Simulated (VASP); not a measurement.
Write the native input for VASP 6.6.1 that does the following.

```
Task                   : relaxation of cell and atoms
Functional             : PBE
Potentials or basis    : VASP PAW PBE potentials, release 64 (Si, C)
Cutoff                 : 600 eV
k mesh                 : 8 × 8 × 8
Occupations            : gaussian, width 0.01 eV
Spin                   : no spin polarisation
Target pressure        : 30 GPa
Dipole correction      : no
Further INCAR settings : ALGO = Normal; EDIFF = 1e-07; IBRION = 2; EDIFFG = -0.03; NSW = 80; ISIF = 3
```

The structure of SiC lies in POSCAR:

```
SiC
1.0
    0.0000000000      2.1790000000      2.1790000000
    2.1790000000      0.0000000000      2.1790000000
    2.1790000000      2.1790000000      0.0000000000
Si C
1 1
Direct
    0.0000000000      0.0000000000      0.0000000000
    0.7500000000      0.7500000000      0.7500000000
```

These files were run (other wordings do the same):

INCAR

```
ALGO = Normal
EDIFF = 1E-7
EDIFFG = -0.03
ENCUT = 600
GGA = PE
GGA_COMPAT = False
IBRION = 2
ISIF = 3
ISMEAR = 0
LASPH = True
LCHARG = False
LREAL = False
LWAVE = False
NELM = 120
NELMIN = 4
NSW = 80
PREC = Accurate
PSTRESS = 300.0
SIGMA = 0.01
```

KPOINTS

```
k-points
0
Gamma
  8 8 8
```

Potentials or basis: VASP PAW PBE potentials, release 64 (Si, C).

Run with:

```bash
$ cat potpaw_PBE.64/Si/POTCAR potpaw_PBE.64/C/POTCAR > POTCAR
$ mpirun -np 1 vasp_std > vasp.out
```

Results of the run:

```json
{
  "Relaxed volume": "9.37 Å³/atom",
  "Relaxed cell": "a = 2.982 Å, b = 2.982 Å, c = 2.982 Å, α = 60.00°, β = 60.00°, γ = 60.00°",
  "Space group after relaxing (to 0.1 Å)": "F-43m (No. 216)",
  "Energy change on relaxing (the run minimises the enthalpy)": "+93.5 meV/atom",
  "Ionic steps": "4",
  "Pressure after relaxing": "29.8 GPa",
  "Band gap on the k mesh": "1.26 eV (least direct gap 4.63 eV)"
}
```

Caveat: the cell is relaxed towards a set pressure, so the run minimises the enthalpy, not the energy.

Wall time 12 s on 1 thread of Intel(R) Xeon(R) 6975P-C (Granite Rapids), on a shared host, peak memory 0.15 GiB.
